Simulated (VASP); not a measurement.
Write the native input for VASP 6.6.1 that does the following.

```yaml
Task: single point
Functional: LDA
Potentials_or_basis: VASP PAW LDA potentials, release 64 (Rb_sv, V_sv, F)
Cutoff: 520 eV
k_mesh: 5 × 5 × 5
Occupations: gaussian, width 0.05 eV
Spin: collinear spin, ferromagnetic start
Starting_moments: "[0.0, 2.48, 0.02, 0.02, 0.02] μB"
Hubbard_terms: V d U = 4.0 eV
Dipole_correction: no
Further_INCAR_settings: ALGO = Normal; EDIFF = 1e-06; NBANDS = 34
```

The structure of RbVF3 lies in POSCAR:

```
RbVF3
1.0
    4.1819996800      0.0000000000      0.0000000000
    0.0000000000      4.1819996800      0.0000000000
    0.0000000000      0.0000000000      4.1819996800
Rb V F
1 1 3
Direct
    0.0000000000      0.0000000000      0.0000000000
    0.5000000000      0.5000000000      0.5000000000
    0.5000000000      0.5000000000      0.0000000000
    0.0000000000      0.5000000000      0.5000000000
    0.5000000000      0.0000000000      0.5000000000
```

The input as run:

INCAR

```
PREC = Accurate ; ENCUT = 520
EDIFF = 1E-6 ; ISMEAR = 0
SIGMA = 0.05 ; LREAL = F
LASPH = T ; NELM = 150
ALGO = Normal ; ISIF = 2
LWAVE = F ; LCHARG = T
ISPIN = 2 ; MAGMOM = 0 2.48 0.02 0.02 0.02
LORBIT = 11 ; LMAXMIX = 4
LDAU = T ; LDAUTYPE = 2
LDAUL = -1 2 -1 ; LDAUU = 0 4 0
LDAUJ = 0 0 0 ; LDAUPRINT = 1
LELF = T ; LVHAR = T
NBANDS = 34
```

KPOINTS

```
Automatic mesh
0
Gamma
  5 5 5
```

Potentials or basis: VASP PAW LDA potentials, release 64 (Rb_sv, V_sv, F).

Launch:

```bash
$ cat potpaw_LDA.64/Rb_sv/POTCAR potpaw_LDA.64/V_sv/POTCAR potpaw_LDA.64/F/POTCAR > POTCAR
$ mpirun -np 1 vasp_std > vasp.out
```

It gave:

| Item | Value |
| --- | --- |
| Pressure | -3.3 GPa |
| Band gap on the k mesh | 2.28 eV, indirect (least direct gap 3.38 eV) |
| Net moment | 3.00 μB per cell |
| Site moments | Rb +0.00; V +2.72; F +0.01 μB |
| Valence electrons inside the program's atomic spheres | Rb 7.30; V 11.35; F 6.08 |

It took 56 s on 1 thread of Oxide Virtual Turin-like Processor (shared host), peak memory 0.15 GiB.
